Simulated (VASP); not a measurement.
# SnTe (Fm-3m) in VASP: a series of runs, part 2 of 2

VASP 6.6.1. Earlier steps stand in the parts before.

## Step 4: Vibrations by perturbation theory, PBEsol

This run uses another cell than the first one, of 31.08 Å³/atom, 1.020 times its volume.

Contents of INCAR:

```
PREC = Accurate
ENCUT = 520
EDIFF = 1E-8
ISMEAR = 0
SIGMA = 0.01
LREAL = False
LASPH = True
NELM = 80
ALGO = Normal
ISIF = 2
LWAVE = False
LCHARG = False
GGA = PS
IBRION = 8
NSW = 1
LEPSILON = True
```

Contents of KPOINTS:

```
Automatic mesh
0
Gamma
  10 10 10
```

Contents of POSCAR:

```
SnTe
1.0
    0.0000000000      3.1440039638      3.1440039638
    3.1440039638      0.0000000000      3.1440039638
    3.1440039638      3.1440039638      0.0000000000
Sn Te
1 1
Direct
    0.0000000000      0.0000000000      0.0000000000
    0.5000000000      0.5000000000      0.5000000000
```

Potentials or basis: VASP PAW PBE potentials, release 64 (Sn_d, Te).

On the command line:

```console
$ cat potpaw_PBE.64/Sn_d/POTCAR potpaw_PBE.64/Te/POTCAR > POTCAR
$ mpirun -np 1 vasp_std > vasp.out
```

OUTCAR:

```text
PREC = Accurate
   ENCUT = 520
   EDIFF = 1E-8
   ISMEAR = 0
   LREAL = False
   LASPH = True
   NELM = 80
   ISIF = 2
   GGA = PS
   IBRION = 8
   NSW = 1
   LEPSILON = True

 ion  position               nearest neighbor table
   1  0.000  0.000  0.000-   2 3.14   2 3.14   2 3.14   2 3.14   2 3.14   2 3.14
   2  0.500  0.500  0.500-   1 3.14   1 3.14   1 3.14   1 3.14   1 3.14   1 3.14

  LATTYP: Found a face centered cubic cell.
 ALAT       =     6.2880079276

  Lattice vectors:

 A1 = (   0.0000000000,   3.1440039638,   3.1440039638)
 A2 = (   3.1440039638,   0.0000000000,   3.1440039638)
 A3 = (   3.1440039638,   3.1440039638,   0.0000000000)

Analysis of symmetry for initial positions (statically):
=====================================================================
 Subroutine PRICEL returns:
 Original cell was already a primitive cell.

[... 708 lines left out ...]

 SECOND DERIVATIVES (NOT SYMMETRIZED)
 ------------------------------------
               1X          1Y          1Z          2X          2Y          2Z
  1X    -0.120858    0.000000    0.000000    0.120858    0.000000    0.000000
  1Y     0.000000   -0.120858    0.000000    0.000000    0.120858    0.000000
  1Z     0.000000    0.000000   -0.120858    0.000000    0.000000    0.120858
  2X     0.126372    0.000000    0.000000   -0.126372    0.000000    0.000000
  2Y     0.000000    0.126372    0.000000    0.000000   -0.126372    0.000000
  2Z     0.000000    0.000000    0.126372    0.000000    0.000000   -0.126372

 Eigenvectors and eigenvalues of the dynamical matrix
 ----------------------------------------------------

   1 f  =    0.700666 THz     4.402415 2PiTHz   23.371704 cm-1     2.897721 meV
             X         Y         Z           dx          dy          dz
      0.000000  0.000000  0.000000    -0.000000    0.000000    0.711968
      3.144004  3.144004  3.144004    -0.000000    0.000000   -0.702211
[... 21 lines left out ...]
   6 f/i=    0.007813 THz     0.049093 2PiTHz    0.260629 cm-1     0.032314 meV
             X         Y         Z           dx          dy          dz
      0.000000  0.000000  0.000000    -0.470185   -0.504796    0.131178
      3.144004  3.144004  3.144004    -0.476719   -0.511810    0.133000

--------------------------------------------------------------------------------------------------------

 MACROSCOPIC STATIC DIELECTRIC TENSOR IONIC CONTRIBUTION
 ------------------------------------------------------
        1778.798577     0.000000     0.000000
           0.000000  1778.798577    -0.000000
           0.000000    -0.000000  1778.798577
 ------------------------------------------------------

 ELASTIC MODULI CONTR FROM IONIC RELAXATION (kBar)
 Direction    XX          YY          ZZ          XY          YZ          ZX
 --------------------------------------------------------------------------------
 XX           0.0000      0.0000      0.0000      0.0000      0.0000      0.0000
 YY           0.0000      0.0000      0.0000      0.0000      0.0000      0.0000
 ZZ           0.0000      0.0000      0.0000      0.0000      0.0000      0.0000
 XY           0.0000      0.0000      0.0000      0.0000      0.0000      0.0000
 YZ           0.0000      0.0000      0.0000      0.0000      0.0000      0.0000
 ZX           0.0000      0.0000      0.0000      0.0000      0.0000      0.0000
 --------------------------------------------------------------------------------

 PIEZOELECTRIC TENSOR IONIC CONTR  for field in x, y, z        (C/m^2)
          XX          YY          ZZ          XY          YZ          ZX
  --------------------------------------------------------------------------------
  x     0.00000     0.00000     0.00000     0.00000     0.00000     0.00000
  y     0.00000     0.00000     0.00000     0.00000     0.00000     0.00000
  z     0.00000     0.00000     0.00000     0.00000     0.00000     0.00000
```

OSZICAR:

```text
N       E                     dE             d eps       ncg     rms          rms(c)
DAV:   1     0.122780430407E+03    0.12278E+03   -0.97812E+03  1334   0.164E+03
DAV:   2     0.265655665305E+01   -0.12012E+03   -0.11808E+03  1358   0.377E+02
DAV:   3    -0.809070006434E+01   -0.10747E+02   -0.10488E+02  1748   0.993E+01
[... 205 lines left out ...]
RMM:   3    -0.476314653490E-01   -0.18602E-03   -0.16984E-04  5250   0.709E-02    0.471E-02
RMM:   4    -0.478993215334E-01   -0.26786E-03   -0.26780E-05  5157   0.354E-02    0.581E-03
RMM:   5    -0.479108317089E-01   -0.11510E-04   -0.11426E-06  5307   0.850E-03    0.309E-03
RMM:   6    -0.479065153612E-01    0.43163E-05   -0.10941E-07  5176   0.244E-03    0.667E-04
RMM:   7    -0.479065669794E-01   -0.51618E-07   -0.44368E-09  5297   0.540E-04    0.141E-04
RMM:   8    -0.479065588722E-01    0.81072E-08    0.53883E-08  5244   0.190E-04    0.293E-05
 Linear response finished
```

stdout:

```text
POSCAR found type information on POSCAR SnTe
 POSCAR found :  2 types and       2 ions
 scaLAPACK will be used
 -----------------------------------------------------------------------------
|                                                                             |
|                                                                             |
|     You enforced a specific xc type in the INCAR file but a different       |
[... 39 lines left out ...]
 force on displaced ion       1 direction 1 :  -0.121   0.000   0.000
 Born effective charge ion    1 direction 1 :   8.727   0.000   0.000
 Linear response progress:
 first order change of Fermi-energy  -0.24853E-03
 force on displaced ion       2 direction 1 :  -0.126   0.000   0.000
 Born effective charge ion    2 direction 1 :  -8.672   0.000   0.000
 Born effective charges drift removed
 Linear response finished
```

It took 16 min on 1 thread of Intel Xeon Platinum 8375C at 2.90GHz (Ice Lake), shared host; peak memory 0.43 GiB.

What came out:

* Electronic dielectric tensor (diagonal): 90.55
* Born charges (mean of the diagonal): Sn +8.69; Te -8.69 e
* Highest phonon frequency at Γ, LO-TO splitting left out: 23 cm⁻¹

Phonon frequencies in cm⁻¹ (negative: imaginary):
```tsv
q point	frequencies
(0.000, 0.000, 0.000)	0 0 0 23 23 23
```

Electronic dielectric tensor:
```
90.55  0.00  0.00
 0.00 90.55  0.00
 0.00  0.00 90.55
```

Born effective charge tensors (e):
atom 1, Sn
```
8.69 0.00 0.00
0.00 8.69 0.00
0.00 0.00 8.69
```
atom 2, Te
```
-8.69  0.00  0.00
 0.00 -8.69  0.00
 0.00  0.00 -8.69
```

Caveat: the PAW data sets were made with another functional, which shifts forces and pressure a little; spin-orbit coupling is left out, which moves the levels of the heavy elements.

## Step 5: Vibrations by perturbation theory, PBEsol (volume scaled by 1.020)

Contents of INCAR:

```
PREC = Accurate ; ENCUT = 520
EDIFF = 1E-8 ; ISMEAR = 0
SIGMA = 0.01 ; LREAL = False
LASPH = True ; NELM = 100
ALGO = Normal ; ISIF = 2
LWAVE = False ; LCHARG = False
GGA = PS ; IBRION = 8
NSW = 1
```

Contents of KPOINTS:

```
regular mesh
0
Gamma
  10 10 10
```

Contents of POSCAR:

```
SnTe
1.0
    0.0000000000      3.1648257889      3.1648257889
    3.1648257889      0.0000000000      3.1648257889
    3.1648257889      3.1648257889      0.0000000000
Sn Te
1 1
Direct
    0.0000000000      0.0000000000      0.0000000000
    0.5000000000      0.5000000000      0.5000000000
```

Potentials or basis: VASP PAW PBE potentials, release 64 (Sn_d, Te).

On the command line:

```console
$ cat potpaw_PBE.64/Sn_d/POTCAR potpaw_PBE.64/Te/POTCAR > POTCAR
$ mpirun -np 1 vasp_std > vasp.out
```

OUTCAR:

```text
PREC = Accurate
   ENCUT = 520
   EDIFF = 1E-8
   ISMEAR = 0
   LREAL = False
   LASPH = True
   NELM = 100
   ISIF = 2
   GGA = PS
   IBRION = 8
   NSW = 1

 ion  position               nearest neighbor table
   1  0.000  0.000  0.000-   2 3.16   2 3.16   2 3.16   2 3.16   2 3.16   2 3.16
   2  0.500  0.500  0.500-   1 3.16   1 3.16   1 3.16   1 3.16   1 3.16   1 3.16

  LATTYP: Found a face centered cubic cell.
 ALAT       =     6.3296515778

  Lattice vectors:

 A1 = (   0.0000000000,   3.1648257889,   3.1648257889)
 A2 = (   3.1648257889,   0.0000000000,   3.1648257889)
 A3 = (   3.1648257889,   3.1648257889,   0.0000000000)

Analysis of symmetry for initial positions (statically):
=====================================================================
 Subroutine PRICEL returns:
 Original cell was already a primitive cell.

 Routine SETGRP: Setting up the symmetry group for a
 face centered cubic supercell.

 Subroutine GETGRP returns: Found 48 space group operations
 (whereof 48 operations were pure point group operations)
 out of a pool of 48 trial point group operations.

The static configuration has the point symmetry O_h .

Analysis of symmetry for dynamics (positions and initial velocities):
=====================================================================
 Subroutine PRICEL returns:
 Original cell was already a primitive cell.

 Routine SETGRP: Setting up the symmetry group for a
 face centered cubic supercell.

 Subroutine GETGRP returns: Found 48 space group operations
 (whereof 48 operations were pure point group operations)
 out of a pool of 48 trial point group operations.

The dynamic configuration has the point symmetry O_h .

 Subroutine INISYM returns: Found 48 space group operations
 (whereof 48 operations are pure point group operations),
 and found     1 'primitive' translations

----------------------------------------------------------------------------------------

                                     Primitive cell

  volume of cell :      63.3986

  direct lattice vectors                    reciprocal lattice vectors
     0.000000000  3.164825789  3.164825789    -0.157986579  0.157986579  0.157986579
     3.164825789  0.000000000  3.164825789     0.157986579 -0.157986579  0.157986579
     3.164825789  3.164825789  0.000000000     0.157986579  0.157986579 -0.157986579

  length of vectors
     4.475739553  4.475739553  4.475739553     0.273640782  0.273640782  0.273640782

  position of ions in fractional coordinates (direct lattice)
     0.000000000  0.000000000  0.000000000
     0.500000000  0.500000000  0.500000000

  ion indices of the primitive-cell ions
   primitive index   ion index
                 1           1
                 2           2

[... 142 lines left out ...]
     12       9.9428      0.00000
     13       9.9428      0.00000
     14      11.3780      0.00000
[... 377 lines left out ...]
      1     -15.1506      2.00000
      2     -15.1355      2.00000
      3     -15.1346      2.00000
      4     -15.1244      2.00000
      5     -15.1240      2.00000
      6      -4.9195      2.00000
      7      -0.2477      2.00000
      8       2.7188      2.00000
      9       3.2980      2.00000
     10       3.4907      2.00000
     11       9.3197      0.00000
     12      10.4246      0.00000
     13      10.5471      0.00000
     14      10.8972      0.00000

 [... further k-points ...]

------------------------ aborting loop because EDIFF is reached ----------------------------------------

  FORCE on cell =-STRESS in cart. coord.  units (eV):
  Direction    XX          YY          ZZ          XY          YZ          ZX
  --------------------------------------------------------------------------------------
  -------------------------------------------------------------------------------------
  Total       -0.3522284     -0.3522284     -0.3522284      0.0000000      0.0000000     -0.0000000
  in kB       -8.9013427     -8.9013427     -8.9013427      0.0000000      0.0000000     -0.0000000
  external PRESSURE =      -8.9013427 kB  Pullay stress =       0.0000000 kB

 VOLUME and BASIS-vectors are now :
 -----------------------------------------------------------------------------
  energy-cutoff  :      520.00
  volume of cell :       63.40
      direct lattice vectors                 reciprocal lattice vectors
     0.000000000  3.164825789  3.164825789    -0.157986579  0.157986579  0.157986579
     3.164825789  0.000000000  3.164825789     0.157986579 -0.157986579  0.157986579
     3.164825789  3.164825789  0.000000000     0.157986579  0.157986579 -0.157986579

 POSITION                                       TOTAL-FORCE (eV/Angst)
 -----------------------------------------------------------------------------------
      0.00000      0.00000      0.00000        -0.000000     -0.000000     -0.000000
      3.16483      3.16483      3.16483         0.000000      0.000000      0.000000
 -----------------------------------------------------------------------------------
    total drift:                               -0.000000      0.000000      0.000000

  FREE ENERGIE OF THE ION-ELECTRON SYSTEM (eV)
  ---------------------------------------------------
  free  energy   TOTEN  =        -8.3357606283 eV

  energy  without entropy=       -8.3357606283  energy(sigma->0) =       -8.33576063

[... ionic steps 2 to 3 ...]

--------------------------------------- Ionic step        4  -------------------------------------------

------------------------ aborting loop because EDIFF is reached ----------------------------------------

[... ionic steps 5 to 6 ...]

--------------------------------------- Ionic step        7  -------------------------------------------

 Free energy of the ion-electron system (eV)
  ---------------------------------------------------
  ---------------------------------------------------
  free energy    TOTEN  =        -0.04808920 eV

  energy without entropy =       -0.04808920

------------------------ aborting loop because EDIFF is reached ----------------------------------------

 INTERNAL STRAIN TENSOR  FOR ION    2  DIRECTION 1   (eV/Angst):
 -----------------------------------------------------------------------------
    -0.00320  0.00000  0.00000
     0.00000  0.00696  0.00000
     0.00000  0.00000  0.00696

 INTERNAL STRAIN TENSOR FOR ION    2 for displacements in x,y,z  (eV/Angst):
          X           Y           Z          XY          YZ          ZX
  --------------------------------------------------------------------------------
  x     0.00000     0.00000     0.00000     0.00000     0.00000     0.00000
  y     0.00000     0.00000     0.00000     0.00000     0.00000     0.00000
  z     0.00000     0.00000     0.00000     0.00000     0.00000     0.00000

 SECOND DERIVATIVES (NOT SYMMETRIZED)
 ------------------------------------
               1X          1Y          1Z          2X          2Y          2Z
  1X     0.126691    0.000000    0.000000   -0.126691    0.000000    0.000000
  1Y     0.000000    0.126691    0.000000    0.000000   -0.126691    0.000000
  1Z     0.000000    0.000000    0.126691    0.000000    0.000000   -0.126691
  2X    -0.147403    0.000000    0.000000    0.147403    0.000000    0.000000
  2Y     0.000000   -0.147403    0.000000    0.000000    0.147403    0.000000
  2Z     0.000000    0.000000   -0.147403    0.000000    0.000000    0.147403

 Eigenvectors and eigenvalues of the dynamical matrix
 ----------------------------------------------------

   1 f  =    0.027883 THz     0.175195 2PiTHz    0.930080 cm-1     0.115315 meV
             X         Y         Z           dx          dy          dz
      0.000000  0.000000  0.000000     0.677536   -0.245721   -0.017309
      3.164826  3.164826  3.164826     0.651303   -0.236208   -0.016639
[... 21 lines left out ...]
   6 f/i=    0.737523 THz     4.633991 2PiTHz   24.601106 cm-1     3.050147 meV
             X         Y         Z           dx          dy          dz
      0.000000  0.000000  0.000000     0.000000    0.000000   -0.693013
      3.164826  3.164826  3.164826     0.000000    0.000000    0.720925

--------------------------------------------------------------------------------------------------------

 ELASTIC MODULI CONTR FROM IONIC RELAXATION (kBar)
 Direction    XX          YY          ZZ          XY          YZ          ZX
 --------------------------------------------------------------------------------
 XX           0.0000      0.0000      0.0000      0.0000      0.0000      0.0000
 YY           0.0000      0.0000      0.0000      0.0000      0.0000      0.0000
 ZZ           0.0000      0.0000      0.0000      0.0000      0.0000      0.0000
 XY           0.0000      0.0000      0.0000      0.0000      0.0000      0.0000
 YZ           0.0000      0.0000      0.0000      0.0000      0.0000      0.0000
 ZX           0.0000      0.0000      0.0000      0.0000      0.0000      0.0000
 --------------------------------------------------------------------------------
```

stdout:

```text
POSCAR found type information on POSCAR SnTe
 POSCAR found :  2 types and       2 ions
 scaLAPACK will be used
 -----------------------------------------------------------------------------
|                                                                             |
|                                                                             |
|     You enforced a specific xc type in the INCAR file but a different       |
|     I HOPE YOU KNOW WHAT YOU ARE DOING!                                     |
|                                                                             |
 -----------------------------------------------------------------------------

 LDA part: xc-table for (Slater+PW92), standard interpolation
 POSCAR, INCAR and KPOINTS ok, starting setup
 FFT: planning ... GRIDC
 FFT: planning ... GRID_SOFT
 FFT: planning ... GRID
 WAVECAR not read
 entering main loop
 Linear response reoptimize wavefunctions to high precision
 Linear response DOF=           2
 Linear response progress:
 first order change of Fermi-energy   0.32605E-03
 force on displaced ion       1 direction 1 :   0.127   0.000   0.000
 Linear response progress:
 first order change of Fermi-energy  -0.20697E-03
 force on displaced ion       2 direction 1 :   0.147   0.000   0.000
 Linear response finished
```

Wall time 5.4 min (1 thread of Intel Xeon Platinum 8375C at 2.90GHz (Ice Lake), shared host); peak memory 0.42 GiB.

What came out:

- Highest phonon frequency at Γ, LO-TO splitting left out: 1 cm⁻¹
- Most unstable mode: 25i cm⁻¹

Phonon frequencies in cm⁻¹ (negative: imaginary):
```
              q point        frequencies
(0.000, 0.000, 0.000)  -25 -25 -25 1 1 1
```

Caveat: the cell differs from its parent crystal (volume scaled by 1.020); some modes are imaginary; the PAW data sets were made with another functional, which shifts forces and pressure a little; spin-orbit coupling is left out, which moves the levels of the heavy elements.
